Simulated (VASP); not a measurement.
# Na (Fm-3m) in VASP: further runs, part 2 of 2

VASP 6.6.1.

### 4 Single point, LDA

INCAR

```
ALGO = Normal ; EDIFF = 1E-7
ENCUT = 520 ; ISIF = 2
ISMEAR = 0 ; LASPH = True
LCHARG = True ; LELF = True
LREAL = False ; LVHAR = True
LWAVE = False ; NBANDS = 10
NELM = 80 ; PREC = Accurate
SIGMA = 0.001
```

KPOINTS

```
k-points
0
Gamma
  13 13 13
```

POSCAR

```
Na
1.0
    0.0000000000      2.5126848622      2.5126848622
    2.5126848622      0.0000000000      2.5126848622
    2.5126848622      2.5126848622      0.0000000000
Na
1
Direct
    0.0000000000      0.0000000000      0.0000000000
```

Potentials or basis: VASP PAW LDA potentials, release 64 (Na_pv).

On the command line:

```console
> cat potpaw_LDA.64/Na_pv/POTCAR > POTCAR
> mpirun -np 1 vasp_std > vasp.out
```

OUTCAR:

```text
EDIFF = 1E-7
   ENCUT = 520
   ISIF = 2
   ISMEAR = 0
   LASPH = True
   LREAL = False
   NELM = 80
   PREC = Accurate

 ion  position               nearest neighbor table
   1  0.000  0.000  0.000-

  LATTYP: Found a face centered cubic cell.
 ALAT       =     5.0253697244

  Lattice vectors:

 A1 = (   0.0000000000,   2.5126848622,   2.5126848622)
 A2 = (   2.5126848622,   0.0000000000,   2.5126848622)
 A3 = (   2.5126848622,   2.5126848622,   0.0000000000)

Analysis of symmetry for initial positions (statically):
=====================================================================
 Subroutine PRICEL returns:
 Original cell was already a primitive cell.

 Routine SETGRP: Setting up the symmetry group for a
 face centered cubic supercell.

 Subroutine GETGRP returns: Found 48 space group operations
 (whereof 48 operations were pure point group operations)
 out of a pool of 48 trial point group operations.

The static configuration has the point symmetry O_h .

Analysis of symmetry for dynamics (positions and initial velocities):
=====================================================================
[... 155 lines left out ...]

 E-fermi :   0.6642     XC(G=0):  -7.1799

 val. band max:        0.6639590328   @ k =  -0.3077   0.2308   0.0769
 cond. band min:       0.6686233399   @ k =   0.4615   0.3846   0.0769
 fundamental gap:      0.0046643071
 Fermi energy:         0.6642434665

 k-point     1 :       0.0000    0.0000    0.0000
  band No.  band energies     occupation
      1     -24.1987      2.00000
      2     -24.1987      2.00000
      3     -24.1987      2.00000
      4      -2.9967      2.00000
      5      12.6242      0.00000
      6      12.6242      0.00000
      7      12.6242      0.00000
      8      14.0292      0.00000
      9      14.6459      0.00000
     10      14.6459      0.00000
[... 287 lines left out ...]
 k-point    24 :       0.4615    0.1538    0.0000
  band No.  band energies     occupation
      1     -24.2527      2.00000
      2     -24.2136      2.00000
      3     -24.2102      2.00000
      4       0.3937      2.00000
      5       3.4903      0.00000
      6       8.8708      0.00000
      7      10.1232      0.00000
      8      11.2396      0.00000
      9      15.4115      0.00000
     10      16.3959      0.00000

 [... further k-points ...]
[... 5 lines left out ...]
  --------------------------------------------------------------------------------------
  -------------------------------------------------------------------------------------
  Total        0.0975490      0.0975490      0.0975490     -0.0000000      0.0000000      0.0000000
  in kB        4.9259448      4.9259448      4.9259448     -0.0000000      0.0000000      0.0000000
  external PRESSURE =       4.9259448 kB  Pullay stress =       0.0000000 kB

 VOLUME and BASIS-vectors are now :
 -----------------------------------------------------------------------------
  energy-cutoff  :      520.00
  volume of cell :       31.73
      direct lattice vectors                 reciprocal lattice vectors
     0.000000000  2.512684862  2.512684862    -0.198990334  0.198990334  0.198990334
     2.512684862  0.000000000  2.512684862     0.198990334 -0.198990334  0.198990334
     2.512684862  2.512684862  0.000000000     0.198990334  0.198990334 -0.198990334

 POSITION                                       TOTAL-FORCE (eV/Angst)
 -----------------------------------------------------------------------------------
      0.00000      0.00000      0.00000         0.000000      0.000000      0.000000
 -----------------------------------------------------------------------------------
    total drift:                               -0.000000     -0.000000     -0.000000

  FREE ENERGIE OF THE ION-ELECTRON SYSTEM (eV)
  ---------------------------------------------------
  free  energy   TOTEN  =        -1.4488307994 eV

  energy  without entropy=       -1.4488194310  energy(sigma->0) =       -1.44882512
```

OSZICAR:

```text
N       E                     dE             d eps       ncg     rms          rms(c)
DAV:   1     0.297059421178E+02    0.29706E+02   -0.38414E+03  1680   0.613E+02
DAV:   2    -0.868590050275E+00   -0.30575E+02   -0.30423E+02  1732   0.154E+02
DAV:   3    -0.144720602932E+01   -0.57862E+00   -0.57824E+00  2020   0.229E+01
DAV:   4    -0.145141277233E+01   -0.42067E-02   -0.42064E-02  1936   0.193E+00
DAV:   5    -0.145146852534E+01   -0.55753E-04   -0.55752E-04  1950   0.222E-01    0.215E-01
DAV:   6    -0.144982131015E+01    0.16472E-02   -0.82198E-04  2016   0.382E-01    0.138E-01
DAV:   7    -0.144884681517E+01    0.97449E-03   -0.11550E-03  1988   0.381E-01    0.221E-02
DAV:   8    -0.144883051210E+01    0.16303E-04   -0.89908E-05  1992   0.156E-01    0.267E-03
DAV:   9    -0.144883076565E+01   -0.25354E-06   -0.44837E-07  1940   0.745E-03    0.109E-03
DAV:  10    -0.144883079943E+01   -0.33778E-07   -0.72413E-08  1902   0.250E-03
   1 F= -.14488308E+01 E0= -.14488251E+01  d E =-.113684E-04
```

It took 23 s on 1 thread of Intel Xeon Platinum 8259CL at 2.50GHz (Skylake/Cascade Lake), shared host; peak memory 0.14 GiB.

Results:

| Property | Result |
| --- | --- |
| Free energy | -1.4488 eV |
| Pressure | 0.5 GPa |

### 5 Single point, LDA

INCAR

```
SYSTEM = Na
PREC     = Accurate       ! precision mode
ENCUT    = 520            ! plane-wave cutoff, eV
EDIFF    = 1E-6           ! SCF threshold, eV
ISMEAR   = 0              ! smearing method
SIGMA    = 0.05           ! smearing width, eV
LREAL    = .False.        ! projectors in reciprocal space
LASPH    = .True.         ! aspherical terms in the spheres
NELM     = 80             ! most SCF steps
ALGO     = Normal         ! electronic algorithm
ISIF     = 2              ! what is computed and relaxed
LWAVE    = .False.        ! write WAVECAR
LCHARG   = .True.         ! write CHGCAR
GGA      = CA             ! functional
LELF     = .True.         ! ELF
LVHAR    = .True.       
NBANDS   = 10             ! bands
```

KPOINTS

```
regular mesh
0
Gamma
  13 13 13
  0 0 0
```

POSCAR is that of step 4.

On the command line:

```console
> cat potpaw_LDA.64/Na_pv/POTCAR > POTCAR
> mpirun -np 1 vasp_std > vasp.out
```

It took 20 s on 1 thread of Intel Xeon Platinum 8259CL at 2.50GHz (Skylake/Cascade Lake), shared host; peak memory 0.14 GiB.

The run converged. Its results:

```
Free energy : -1.4497 eV
Pressure    : 0.5 GPa
```

Levels at points of the mesh, in eV from the Fermi level:
| k point | band 2 | band 3 | band 4 | band 5 | band 6 | band 7 |
| --- | --- | --- | --- | --- | --- | --- |
| (0.00, 0.00, 0.00) | -24.86 | -24.86 | -3.66 | 11.96 | 11.96 | 11.96 |

### 6 Overview

```tsv
smearing	gap on the mesh (eV)	pressure (GPa)
fermi-dirac 0.05 eV	none	0.5
gaussian 0.001 eV	none	0.5
gaussian 0.05 eV	none	0.5
```

Alike in all rows: task single point; level LDA; potentials or basis VASP PAW LDA potentials, release 64 (Na_pv); no spin polarisation; cell as given; k mesh 13 × 13 × 13; cutoff (eV) 520.

Total energies depend on the potentials used, so only differences within one code and one set of settings carry meaning.
